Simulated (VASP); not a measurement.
A run of VASP 6.6.1:

The input POSCAR:

```
Na2S
1.0
    3.2555901794      3.2555901794      0.0000000000
   -3.2555901794      3.2555901794      0.0000000000
    0.0000000000      3.2555901794      3.2555901794
Na S
2 1
Direct
    0.2500000000      0.7500000000      0.5000000000
    0.7500000000      0.2500000000      0.5000000000
    0.0000000000      0.0000000000      0.0000000000
```

INCAR.step1

```
PREC = Accurate
ENCUT = 550
ISMEAR = 0
SIGMA = 0.01
LREAL = F
LASPH = T
NELM = 120
GGA = PE
ALGO = Normal
EDIFF = 1E-5
LWAVE = T
LCHARG = F
GGA_COMPAT = F
IBRION = 2
ISIF = 3
EDIFFG = -0.005
NELMIN = 4
NSW = 100
```

File INCAR.step2:

```
PREC = Accurate
ENCUT = 550
EDIFF = 1E-7
ISMEAR = 0
SIGMA = 0.01
LREAL = F
LASPH = T
NELM = 120
ALGO = Normal
ISIF = 3
LWAVE = F
LCHARG = F
METAGGA = R2SCAN
LMIXTAU = T
IBRION = 2
NSW = 100
EDIFFG = -0.002
PSTRESS = 20.0
ISTART = 1
GGA_COMPAT = F
NELMIN = 4
```

File KPOINTS:

```
Automatic mesh
0
Gamma
  6 6 6
```

Potentials or basis: VASP PAW PBE potentials, release 64 (Na_pv, S).

Run with:

```sh
$ cat potpaw_PBE.64/Na_pv/POTCAR potpaw_PBE.64/S/POTCAR > POTCAR
$ cp INCAR.step1 INCAR
$ mpirun -np 1 vasp_std > vasp.out
$ cp INCAR.step2 INCAR
$ mpirun -np 1 vasp_std > vasp.out
```

Hardware: 1 thread of Intel Xeon 8259CL (shared host).

Task: Estimate the wall time of this run.

Result: Run time: 6.3 min on 1 thread of Intel Xeon 8259CL (shared host), peak memory 0.22 GiB. Counts: k points 16, ion steps 4.
